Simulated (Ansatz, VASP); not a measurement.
# Two plane-wave programs on SiC

```
Si C
1.0
     3.07662    0.00000    0.00000
    -1.53831    2.66443    0.00000
     0.00000    0.00000   15.09808
Si C
6 6
Direct
  0.33333 0.66667 0.83299
  0.66667 0.33333 0.33299
  0.66667 0.33333 0.66650
  0.33333 0.66667 0.16650
  0.00000 0.00000 0.49973
  0.00000 0.00000 0.99973
  0.00000 0.00000 0.87437
  0.00000 0.00000 0.37437
  0.33333 0.66667 0.70800
  0.66667 0.33333 0.20800
  0.66667 0.33333 0.54152
  0.33333 0.66667 0.04152
```

Alike in both runs: task relaxation of cell and atoms; functional PBE; k mesh 12 × 12 × 2; occupations gaussian, width 0.02 eV; no spin polarisation.

```csv
,VASP,Ansatz
version,VASP 6.6.1,Ansatz 0.2.0
potentials or method,"VASP PAW PBE potentials, release 64 (Si, C), cutoff 600 eV","scalar-relativistic, plane waves, PAW"
valence electrons in the cell,48,48
```

Ansatz gave:

| Property | Result |
| --- | --- |
| gap on the k mesh at the Fermi level, each at its own relaxed structure (eV) | 2.03 |
| relaxed volume (Å³/atom) | 10.50 |
| relaxed cell length with the largest relative difference (Å) | 15.186 |

Question: Which values does VASP return?

Answer: gap on the k mesh at the Fermi level, each at its own relaxed structure (eV): 2.03; relaxed volume (Å³/atom): 10.49; relaxed cell length with the largest relative difference (Å): 15.182.
